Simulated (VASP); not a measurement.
Here is a VASP 6.6.1 calculation.

Contents of INCAR:

```
  PREC = Accurate
  ENCUT = 520
  EDIFF = 1E-6
  ISMEAR = 0
  SIGMA = 0.15
  LREAL = False
  LASPH = True
  NELM = 100
  ALGO = Fast
  ISIF = 2
  LWAVE = False
  LCHARG = False
  GGA = PE
  NBANDS = 42
```

The input KPOINTS:

```
Automatic mesh
0
Gamma
  14 14 14
```

Contents of POSCAR:

```
TaN
1.0
    4.4172695572      0.0000000000      0.0000000000
    0.0000000000     -4.4172695572      0.0000000000
    0.0000000000      0.0000000000     -4.4172695572
Ta N
4 4
Direct
    0.5240116696     -0.0240116696      0.0000000000
    0.0000000000      0.5000000000      0.0000000000
    0.0000000000      0.0000000000      0.5000000000
    0.5000000000      0.5000000000      0.5000000000
    0.0000000000      0.0000000000      0.0000000000
    0.5000000000      0.5000000000      0.0000000000
    0.5000000000      0.0000000000      0.5000000000
    0.0000000000      0.5000000000      0.5000000000
```

Potentials or basis: VASP PAW PBE potentials, release 64 (Ta_pv, N).

Run with:

```console
$ cat potpaw_PBE.64/Ta_pv/POTCAR potpaw_PBE.64/N/POTCAR > POTCAR
$ mpirun -np 1 vasp_std > vasp.out
```

(1) What does it give for the pressure?

(2) Estimate the largest force.

(3) Estimate the band gap on the k mesh.

Results:

(1) 2.0 GPa.

(2) 1.312 eV/Å.

(3) zero (bands 32 and 33 overlap by 3.81 eV).

Caveat: the cell differs from its parent crystal (atom 1 (Ta) moved +0.150 Å along Cartesian [1 1 0]); spin-orbit coupling is left out, which moves the levels of the heavy elements; forces of over 1 eV/Å act on the atoms, so gaps and moduli don't describe the material at rest.
